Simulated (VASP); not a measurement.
A run of VASP 6.6.1:

File INCAR:

```
ALGO = Normal ; EDIFF = 1E-6
ENCUT = 520 ; ISIF = 2
ISMEAR = -1 ; LASPH = True
LCHARG = False ; LREAL = False
LWAVE = False ; NBANDS = 11
NELM = 60 ; PREC = Accurate
SIGMA = 0.1
```

The input KPOINTS:

```
k-points
0
Gamma
  13 13 13
```

File POSCAR:

```
Hf
1.0
    2.8239663908      0.0000000000      0.0000000000
    0.0000000000      2.8239663908      0.0000000000
    0.0000000000      0.0000000000      2.8239663908
Hf
1
Direct
    0.0000000000      0.0000000000      0.0000000000
```

Potentials or basis: VASP PAW LDA potentials, release 64 (Hf_pv).

Command:

```bash
$ cat potpaw_LDA.64/Hf_pv/POTCAR > POTCAR
$ mpirun -np 1 vasp_std > vasp.out
```

Hardware: 1 thread of Intel(R) Xeon(R) Platinum 8488C (Sapphire Rapids) (shared host).

**Question.** How long does it take, and how much memory?

**Answer.** Wall time 9.6 s on 1 thread of Intel(R) Xeon(R) Platinum 8488C (Sapphire Rapids), with other jobs on the host, peak memory 0.14 GiB. Counts: scf iterations 11, k points 84.
